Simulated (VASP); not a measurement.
# H2ClF in VASP: notebook

The runs below take H2ClF through single point, with PBE.

All numbers are computed with VASP 6.6.1; they aren't measurements. Logs are shortened: lines on timing, memory, paths and dates and some standing lists are left out, and cuts for length are marked.

## (1) The cell of the first run

The cell holds a disordered packing, 24 atoms: a = 8.247 Å, b = 8.247 Å, c = 8.247 Å, α = 90.00°, β = 90.00°, γ = 90.00°.

## (2) Single point, PBE

The input, INCAR:

```
PREC     = Accurate       # precision mode
ENCUT    = 910            # plane-wave cutoff, eV
EDIFF    = 1E-6           # SCF threshold, eV
ISMEAR   = -1             # smearing method
SIGMA    = 0.05           # smearing width, eV
LREAL    = Auto         
LASPH    = True           # aspherical terms in the spheres
NELM     = 120            # most SCF steps
ALGO     = Normal         # electronic algorithm
ISIF     = 2              # what is computed and relaxed
LWAVE    = False          # write WAVECAR
LCHARG   = False          # write CHGCAR
GGA      = PE             # functional
NBANDS   = 66             # bands
GGA_COMPAT= False
```

The input, KPOINTS:

```
Automatic mesh
0
Gamma
  1 1 1
```

The input, POSCAR:

```
H2ClF
1.0
    8.2474740000      0.0000000000      0.0000000000
    0.0000000000      8.2474740000      0.0000000000
    0.0000000000      0.0000000000      8.2474740000
Cl H F
6 12 6
Direct
   -0.1340895406      0.3893919520      0.5648032355
    0.7301750815      0.0704821864      0.7890658400
    0.3526898054      0.2068390879      0.2371513993
    0.8947951821      0.5672645952      0.0572660187
    0.2073119600      1.0915948326      0.6101747032
    0.4648453575      0.4152180413      0.9118549510
   -0.0563687742      0.3846147317      0.7018755076
    0.6116054443      0.0041224743      0.8522003222
    0.4404742591      0.1776422696      0.3509923160
    0.8248222425      0.4458819755      0.1334347947
    0.0945622866      1.0686302254      0.5046272350
    0.5223902494      0.5494288312      0.8654771146
    0.1495609444      0.2216436208     -0.0267475836
    1.0124554500      1.1359963063      0.2230258622
    0.4129506804      0.5453669815      0.4746544215
    1.3134930768      0.8940313119      1.0489514729
    0.7345400543      0.3242568573      0.2947569159
    0.7651918636      0.7394627737      0.7165466663
    0.1189333849      0.3182792695     -0.0106456838
    0.8933038164      1.1259568687      0.2356357838
    0.3123986811      0.5961461655      0.5130783074
    1.2162026822      0.8579111616      1.0214521440
    0.6478589687      0.2613527487      0.2876153353
    0.6762676669      0.7238337459      0.6362675408
```

Potentials or basis: VASP PAW PBE potentials, release 64 (Cl, H_h, F_h).

Started as:

```bash
cat potpaw_PBE.64/Cl/POTCAR potpaw_PBE.64/H_h/POTCAR potpaw_PBE.64/F_h/POTCAR > POTCAR
mpirun -np 1 vasp_gam > vasp.out
```

OUTCAR:

```text
PREC = Accurate
   ENCUT = 910
   EDIFF = 1E-6
   ISMEAR = -1
   LREAL = Auto
   LASPH = True
   NELM = 120
   ISIF = 2
   GGA = PE

 ion  position               nearest neighbor table
   1  0.866  0.389  0.565-   7 1.30
   2  0.730  0.070  0.789-   8 1.24
   3  0.353  0.207  0.237-   9 1.21
   4  0.895  0.567  0.057-  10 1.32
   5  0.207  0.092  0.610-  11 1.29
   6  0.465  0.415  0.912-  12 1.26
[... 16 lines left out ...]
  23  0.648  0.261  0.288-  17 0.89
  24  0.676  0.724  0.636-  18 1.00

  LATTYP: Found a simple cubic cell.
 ALAT       =     8.2474740000

  Lattice vectors:

 A1 = (   8.2474740000,   0.0000000000,   0.0000000000)
 A2 = (   0.0000000000,   8.2474740000,   0.0000000000)
 A3 = (   0.0000000000,   0.0000000000,   8.2474740000)

Analysis of symmetry for initial positions (statically):
=====================================================================
 Subroutine PRICEL returns:
 Original cell was already a primitive cell.

 Routine SETGRP: Setting up the symmetry group for a
 simple cubic supercell.

 Subroutine GETGRP returns: Found  1 space group operations
 (whereof  1 operations were pure point group operations)
 out of a pool of 48 trial point group operations.

The static configuration has the point symmetry C_1 .

Analysis of symmetry for dynamics (positions and initial velocities):
=====================================================================
 Subroutine PRICEL returns:
 Original cell was already a primitive cell.

 Routine SETGRP: Setting up the symmetry group for a
 simple cubic supercell.

 Subroutine GETGRP returns: Found  1 space group operations
 (whereof  1 operations were pure point group operations)
 out of a pool of 48 trial point group operations.

The dynamic configuration has the point symmetry C_1 .

 Subroutine INISYM returns: Found  1 space group operations
 (whereof  1 operations are pure point group operations),
 and found     1 'primitive' translations

----------------------------------------------------------------------------------------

                                     Primitive cell
[... 110 lines left out ...]
   NELM   =    120;   NELMIN=  2; NELMDL= -5     # of ELM steps
   EDIFF  = 0.1E-05   stopping-criterion for ELM
   LREAL  =      T    real-space projection
   EDIFFG = 0.1E-04   stopping-criterion for IOM
   NSW    =      0    number of steps for IOM
   IBRION =     -1    ionic relax: 0-MD 1-quasi-New 2-CG
   NFREE  =      0    steps in history (QN), initial steepest desc. (CG)
   ISIF   =      2    stress and relaxation
   ISYM   =      2    0-nonsym 1-usesym 2-fastsym
   POTIM  = 0.5000    time-step for ionic-motion
   TEBEG  =    0.0;   TEEND  =   0.0 temperature during run
   PSTRESS=    0.0 pullay stress
   NELECT =      96.0000    total number of electrons
   NUPDOWN=      -1.0000    fix difference up-down
   EMIN   =  10.00;   EMAX   =-10.00  energy-range for DOS
   EFERMI =   0.00;   METHOD = LEGACY
   ISMEAR =    -1;   SIGMA  =   0.05  broadening in eV -4-tet -1-fermi 0-gaus
   EFERMI_NEDOS =   21; number of points for ismear=-14 and -15
   IALGO  =     38    algorithm
   IMIX   =      4    mixing-type and parameters
     AMIX     =   0.40;   BMIX     =  1.00
     AMIX_MAG =   1.60;   BMIX_MAG =  1.00
  volume/ion in A,a.u.               =      23.38       157.74
  Fermi-wavevector in a.u.,A,eV,Ry     =   0.908889  1.717552 11.239496  0.826080
  Thomas-Fermi vector in A             =   2.032869
   LORBIT       =      0    0 simple, 1 ext, 2 COOP (PROOUT), +10 PAW based schemes
   GGA     = PE    functional components
   LHFCALC =     F    Hartree Fock is set to
   AEXX    =    0.0000 exact exchange contribution
   IVDW    =     0    specifies the selected vdW correction
   LEPSILON=     F    determine dielectric tensor
   LRPA    =     F    only Hartree local field effects (RPA)
 non-spin polarized calculation
  energy-cutoff  :      910.00
  volume of cell :      561.00
 maximum number of plane-waves:     17517
 NGX is ok and might be reduce to    84
   NGX = 41   NGY = 41   NGZ = 41

 number of electron      96.0000000 magnetization

 Free energy of the ion-electron system (eV)
  ---------------------------------------------------
  ext. energy  EPLUGINS =         0.00000000
  ---------------------------------------------------
  free energy    TOTEN  =       -83.26396631 eV

  energy without entropy =      -83.26396631  energy(sigma->0) =      -83.26396631

 E-fermi :  -3.1734     XC(G=0):  -5.5744

 val. band max:       -4.4860641580   @ k =   0.0000   0.0000   0.0000
 cond. band min:       0.3106999369   @ k =   0.0000   0.0000   0.0000
 fundamental gap:      4.7967640949
 Fermi energy:        -3.1734388705

 k-point     1 :       0.0000    0.0000    0.0000
  band No.  band energies     occupation
      1     -28.1352      2.00000
      2     -27.9234      2.00000
      3     -27.6546      2.00000
      4     -26.8613      2.00000
      5     -26.5391      2.00000
      6     -26.1859      2.00000
[... 52 lines left out ...]
     59       3.7901      0.00000
     60       4.4006      0.00000
 [bands above 60 left out]

------------------------ aborting loop because EDIFF is reached ----------------------------------------

  FORCE on cell =-STRESS in cart. coord.  units (eV):
  Direction    XX          YY          ZZ          XY          YZ          ZX
  --------------------------------------------------------------------------------------
  -------------------------------------------------------------------------------------
  Total        7.0812567      7.8386228      2.3549512      0.8280574     -0.4731180      0.1271019
  in kB       20.2235809     22.3865661      6.7255782      2.3648748     -1.3511922      0.3629944
  external PRESSURE =      16.4452417 kB  Pullay stress =       0.0000000 kB

 VOLUME and BASIS-vectors are now :
 -----------------------------------------------------------------------------
  energy-cutoff  :      910.00
  volume of cell :      561.00
      direct lattice vectors                 reciprocal lattice vectors
     8.247474000  0.000000000  0.000000000     0.121249246  0.000000000  0.000000000
     0.000000000  8.247474000  0.000000000     0.000000000  0.121249246  0.000000000
     0.000000000  0.000000000  8.247474000     0.000000000  0.000000000  0.121249246

 POSITION                                       TOTAL-FORCE (eV/Angst)
 -----------------------------------------------------------------------------------
      7.14157      3.21150      4.65820         0.281323      0.071049      0.437637
      6.02210      0.58130      6.50780         1.336881      0.644889     -0.623239
      2.90880      1.70590      1.95590        -2.697229      0.307762     -2.306407
      7.37980      4.67850      0.47230        -0.546570     -0.243635      0.527167
      1.70980      0.75543      5.03240        -0.032516     -0.095147      0.137498
      3.83380      3.42450      7.52050        -0.097928     -0.368871      0.160564
[... 16 lines left out ...]
      5.34320      2.15550      2.37210        -2.208836     -1.081985     -0.077300
      5.57750      5.96980      5.24760         1.788618      0.251320      1.859220
 -----------------------------------------------------------------------------------
    total drift:                                0.003219      0.011547     -0.000104

  FREE ENERGIE OF THE ION-ELECTRON SYSTEM (eV)
  ---------------------------------------------------
  free  energy   TOTEN  =       -83.2639663098 eV

  energy  without entropy=      -83.2639663098  energy(sigma->0) =      -83.26396631
```

stdout:

```text
POSCAR found type information on POSCAR ClH F
 POSCAR found :  3 types and      24 ions
 scaLAPACK will be used
 LDA part: xc-table for (Slater+PW92), standard interpolation
 POSCAR, INCAR and KPOINTS ok, starting setup
 FFT: planning ... GRIDC
 FFT: planning ... GRID_SOFT
 FFT: planning ... GRID
 WAVECAR not read
 entering main loop
```

Run time: 2.7 min. Hardware: 1 thread of Intel Xeon Platinum 8259CL at 2.50GHz (Skylake/Cascade Lake), shared host; peak memory 1 GiB.

Results:

```yaml
Free_energy: -83.2640 eV
Pressure: 1.6 GPa
Largest_force: 6.714 eV/Å
```

Forces in eV/Å, atoms in the order of the input:
```
Cl   0.281  0.071  0.438
Cl   1.337  0.645 -0.623
Cl  -2.697  0.308 -2.306
Cl  -0.547 -0.244  0.527
Cl  -0.033 -0.095  0.137
Cl  -0.098 -0.369  0.161
H   -0.086  0.030 -0.318
H   -1.299 -0.730  0.706
H    1.466 -0.751  2.173
H    0.401  0.688 -0.758
H   -0.009 -0.006  0.111
H    0.267  0.584 -0.391
H    1.987 -6.279 -1.302
H   -2.304 -0.190  0.186
H   -1.893  0.976  0.760
H    2.831  1.020  0.962
H    2.700  1.448  0.483
H   -1.871 -0.266 -1.847
F   -2.065  5.846  1.024
F    3.014  0.014 -0.280
F    1.891 -0.940 -0.743
F   -2.854 -0.927 -0.881
F   -2.209 -1.082 -0.077
F    1.789  0.251  1.859
```

Stress tensor (GPa, compression positive):
```
 2.02  0.24  0.04
 0.24  2.24 -0.14
 0.04 -0.14  0.67
```

Levels at points of the mesh, in eV from the Fermi level:
| k point | band 44 | band 45 | band 46 | band 47 | band 48 | band 49 | band 50 | band 51 | band 52 | band 53 |
| --- | --- | --- | --- | --- | --- | --- | --- | --- | --- | --- |
| (0.00, 0.00, 0.00) | -1.68 | -1.63 | -1.59 | -1.34 | -1.31 | 3.48 | 4.58 | 5.05 | 5.48 | 5.53 |

Caveat: the k points lie up to 0.76 Å⁻¹ apart; the cutoff is under 1.25 times the usual one of these potentials, so pressure, stress and relaxed cells hold a basis-set (Pulay) error; the atoms stand as in a frame of molecular dynamics.

## (3) Single point, PBE

The input, INCAR:

```
  PREC = Accurate
  ENCUT = 910
  EDIFF = 1E-6
  ISMEAR = -1
  SIGMA = 0.05
  LREAL = Auto
  LASPH = T
  NELM = 120
  ALGO = Normal
  ISIF = 2
  LWAVE = F
  LCHARG = T
  GGA = PE
  LELF = T
  LVHAR = T
  NBANDS = 66
  GGA_COMPAT = F
```

The input, KPOINTS:

```
regular mesh
0
Gamma
  1 1 1
```

The input, POSCAR:

```
H2ClF
1.0
    8.2474740000      0.0000000000      0.0000000000
    0.0000000000      8.2474740000      0.0000000000
    0.0000000000      0.0000000000      8.2474740000
Cl H F
6 12 6
Direct
    0.0710884327      0.3796798874      0.6139940544
    0.7002265178      0.1008672474      0.7450159891
    0.3208618784      0.0871782075      0.2499189449
    0.7368922897      0.8130974405      0.0492999432
    0.2734170487      0.8738433125      0.6443427406
    0.4945271728      0.3985583950      0.9536131911
    0.1548352865      0.4445967335      0.7330123138
    0.6054459826      0.2192186359      0.7549948020
    0.3580853968     -0.0097241895      0.3878399617
    0.6097260810      0.7391717755      0.0185632595
    0.2365936528      0.7305752040      0.6012628836
    0.4053241029      0.2869484645      0.8959349250
    0.0159927755      0.3190310148     -0.0092755673
    0.9753046812      0.8693328406      0.2506221905
    0.4213168784      0.5423357503      0.3762121590
    0.9935526926      0.9362260493      0.8520790729
    0.7254463609      0.6726786893      0.2998736340
    0.8892540916      0.7993477761      0.5832573707
   -0.0793212564      0.2857117222     -0.0332344182
    0.9599787765      0.9487753462      0.3382732701
    0.3196857608      0.5628511227      0.3286945797
    1.0414946443      0.9511882062      0.9670961072
    0.6408022626      0.5945214256      0.3211528766
    0.8537038128      0.7007357647      0.6221541286
```

Potentials or basis: VASP PAW PBE potentials, release 64 (Cl, H_h, F_h).

Started as:

```bash
cat potpaw_PBE.64/Cl/POTCAR potpaw_PBE.64/H_h/POTCAR potpaw_PBE.64/F_h/POTCAR > POTCAR
mpirun -np 1 vasp_gam > vasp.out
```

OUTCAR:

```text
PREC = Accurate
   ENCUT = 910
   EDIFF = 1E-6
   ISMEAR = -1
   LREAL = Auto
   LASPH = T
   NELM = 120
   ISIF = 2
   GGA = PE

 ion  position               nearest neighbor table
   1  0.071  0.380  0.614-   7 1.31
   2  0.700  0.101  0.745-   8 1.25
   3  0.321  0.087  0.250-   9 1.42
   4  0.737  0.813  0.049-  10 1.24
   5  0.273  0.874  0.644-  11 1.27
   6  0.495  0.399  0.954-  12 1.27
[... 16 lines left out ...]
  23  0.641  0.595  0.321-  17 0.97
  24  0.854  0.701  0.622-  18 0.92

  LATTYP: Found a simple cubic cell.
 ALAT       =     8.2474740000

  Lattice vectors:

 A1 = (   8.2474740000,   0.0000000000,   0.0000000000)
 A2 = (   0.0000000000,   8.2474740000,   0.0000000000)
 A3 = (   0.0000000000,   0.0000000000,   8.2474740000)

Analysis of symmetry for initial positions (statically):
=====================================================================
 Subroutine PRICEL returns:
 Original cell was already a primitive cell.

 Routine SETGRP: Setting up the symmetry group for a
 simple cubic supercell.

[... 191 lines left out ...]
 Fermi energy:        -3.0426135011

 k-point     1 :       0.0000    0.0000    0.0000
  band No.  band energies     occupation
      1     -27.3736      2.00000
      2     -27.2300      2.00000
      3     -27.0258      2.00000
      4     -26.7247      2.00000
      5     -26.5735      2.00000
      6     -26.3458      2.00000
[... 52 lines left out ...]
     59       3.9618      0.00000
     60       4.0454      0.00000
 [bands above 60 left out]

------------------------ aborting loop because EDIFF is reached ----------------------------------------

  FORCE on cell =-STRESS in cart. coord.  units (eV):
  Direction    XX          YY          ZZ          XY          YZ          ZX
  --------------------------------------------------------------------------------------
  -------------------------------------------------------------------------------------
  Total        6.2330239      1.5036943     -6.0087606      1.9231252      0.7448545     -1.3157175
  in kB       17.8010863      4.2944471    -17.1606059      5.4923128      2.1272531     -3.7575984
  external PRESSURE =       1.6449759 kB  Pullay stress =       0.0000000 kB

 VOLUME and BASIS-vectors are now :
 -----------------------------------------------------------------------------
  energy-cutoff  :      910.00
  volume of cell :      561.00
      direct lattice vectors                 reciprocal lattice vectors
     8.247474000  0.000000000  0.000000000     0.121249246  0.000000000  0.000000000
     0.000000000  8.247474000  0.000000000     0.000000000  0.121249246  0.000000000
     0.000000000  0.000000000  8.247474000     0.000000000  0.000000000  0.121249246

 POSITION                                       TOTAL-FORCE (eV/Angst)
 -----------------------------------------------------------------------------------
      0.58630      3.13140      5.06390         0.617222      0.279517      0.593531
      5.77510      0.83190      6.14450         0.514313     -1.150497     -0.444927
      2.64630      0.71900      2.06120         0.726379     -1.442176      2.064769
      6.07750      6.70600      0.40660         1.255588      0.784082      0.248442
      2.25500      7.20700      5.31420         0.143723      0.463640      0.198847
      4.07860      3.28710      7.86490         0.106015      0.430262      0.137736
[... 16 lines left out ...]
      5.28500      4.90330      2.64870         0.934859      0.548342      0.014920
      7.04090      5.77930      5.13120        -0.180327     -0.481877      0.330921
 -----------------------------------------------------------------------------------
    total drift:                                0.002504      0.001962     -0.029416

  FREE ENERGIE OF THE ION-ELECTRON SYSTEM (eV)
  ---------------------------------------------------
  free  energy   TOTEN  =       -83.9810359142 eV

  energy  without entropy=      -83.9810359142  energy(sigma->0) =      -83.98103591
```

OSZICAR:

```text
N       E                     dE             d eps       ncg     rms          rms(c)
DAV:   1     0.124463901808E+04    0.12446E+04   -0.59104E+04   132   0.196E+03
DAV:   2     0.194338588190E+03   -0.10503E+04   -0.98099E+03   190   0.315E+02
DAV:   3    -0.793547155243E+02   -0.27369E+03   -0.27177E+03   192   0.167E+02
DAV:   4    -0.891284084489E+02   -0.97737E+01   -0.97287E+01   160   0.345E+01
DAV:   5    -0.893301568974E+02   -0.20175E+00   -0.20163E+00   176   0.509E+00    0.233E+01
DAV:   6    -0.844199664283E+02    0.49102E+01   -0.15497E+01   160   0.162E+01    0.121E+01
DAV:   7    -0.840860082949E+02    0.33396E+00   -0.13030E+00   160   0.449E+00    0.737E+00
DAV:   8    -0.839773571426E+02    0.10865E+00   -0.26164E-01   160   0.276E+00    0.120E+00
DAV:   9    -0.839774203467E+02   -0.63204E-04   -0.34122E-02   168   0.771E-01    0.793E-01
DAV:  10    -0.839797374123E+02   -0.23171E-02   -0.79869E-03   136   0.370E-01    0.328E-01
DAV:  11    -0.839805476815E+02   -0.81027E-03   -0.11935E-03   152   0.180E-01    0.102E-01
DAV:  12    -0.839808329369E+02   -0.28526E-03   -0.69952E-04   136   0.131E-01    0.491E-02
DAV:  13    -0.839809839118E+02   -0.15097E-03   -0.31099E-04   136   0.809E-02    0.448E-02
DAV:  14    -0.839810449526E+02   -0.61041E-04   -0.66425E-05   160   0.375E-02    0.115E-02
DAV:  15    -0.839810391179E+02    0.58347E-05   -0.11999E-05   184   0.183E-02    0.716E-03
DAV:  16    -0.839810364961E+02    0.26218E-05   -0.32603E-06   120   0.104E-02    0.621E-03
DAV:  17    -0.839810359142E+02    0.58191E-06   -0.10363E-06   120   0.567E-03
   1 F= -.83981036E+02 E0= -.83981036E+02  d E =-.189699E-10
```

Wall time 3.3 min (1 thread of AMD EPYC 7R43 (Zen 3), shared host); peak memory 0.97 GiB.

Results:

* Free energy: -83.9810 eV
* Pressure: 0.2 GPa
* Largest force: 5.559 eV/Å

Forces in eV/Å, atoms in the order of the input:
```
Cl   0.617  0.280  0.594
Cl   0.514 -1.150 -0.445
Cl   0.726 -1.442  2.065
Cl   1.256  0.784  0.248
Cl   0.144  0.464  0.199
Cl   0.106  0.430  0.138
H   -0.477 -0.305 -0.618
H   -0.433  0.981  0.065
H   -0.673  1.458 -2.072
H   -1.404 -0.843 -0.233
H   -0.127 -0.549 -0.321
H   -0.368 -0.352 -0.040
H    5.089  1.714  1.436
H   -0.099  1.647  1.425
H    0.007  0.123 -0.342
H    1.458  0.495  3.547
H   -1.049 -0.765  0.126
H    0.202  0.739 -0.536
F   -5.089 -1.601 -1.166
F    0.122 -1.688 -1.281
F   -0.084 -0.004  0.283
F   -1.194 -0.479 -3.416
F    0.935  0.548  0.015
F   -0.180 -0.482  0.331
```

Stress tensor (GPa, compression positive):
```
 1.78  0.55 -0.38
 0.55  0.43  0.21
-0.38  0.21 -1.72
```

Caveat: the k points lie up to 0.76 Å⁻¹ apart; the cutoff is under 1.25 times the usual one of these potentials, so pressure, stress and relaxed cells hold a basis-set (Pulay) error.
